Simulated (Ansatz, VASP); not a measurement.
**One calculation of Al3Cu2, two programs**

```
Al Cu
1.0
     3.77070    0.00000    0.00000
    -1.88535    3.26552    0.00000
     0.00000    0.00000    5.38067
Al Cu
3 2
Direct
  0.00000 0.00000 0.00000
  0.33333 0.66667 0.35151
  0.66667 0.33333 0.64849
  0.33333 0.66667 0.84229
  0.66667 0.33333 0.15771
```

Change from the starting cell: strain -0.080 along x and y, +0.080 along z, atoms carried along.

Alike in both runs: task single point; functional PBEsol; k mesh 12 × 12 × 10; occupations gaussian, width 0.15 eV; no spin polarisation.

```csv
,VASP,Ansatz
version,VASP 6.6.1,Ansatz 0.2.0
potentials or method,"VASP PAW PBE potentials, release 64 (Al, Cu), cutoff 520 eV","scalar-relativistic, plane waves, PAW"
valence electrons in the cell,31,47
```

|  | VASP | Ansatz | Ansatz less VASP |
| --- | --- | --- | --- |
| gap on the k mesh at the Fermi level (eV) | none | none | - |
| pressure (GPa) | 16.5 | 16.2 | -0.29 |
| traceless stress, the component that is largest in VASP (GPa) | -17.73 | -17.78 | -0.052 |
| rms of the force components (eV/Å) | 0.170 | 0.169 | -0.0004 |

VASP's potentials were made for PBE, not for PBEsol. Atom by atom the forces differ by 0.003 eV/Å (rms over components). A gap of «none» marks a metal or a gap that the smearing closes. VASP's potentials hold 31 valence electrons a cell and Ansatz's 47, so a difference there can come from the potentials and not from the codes.
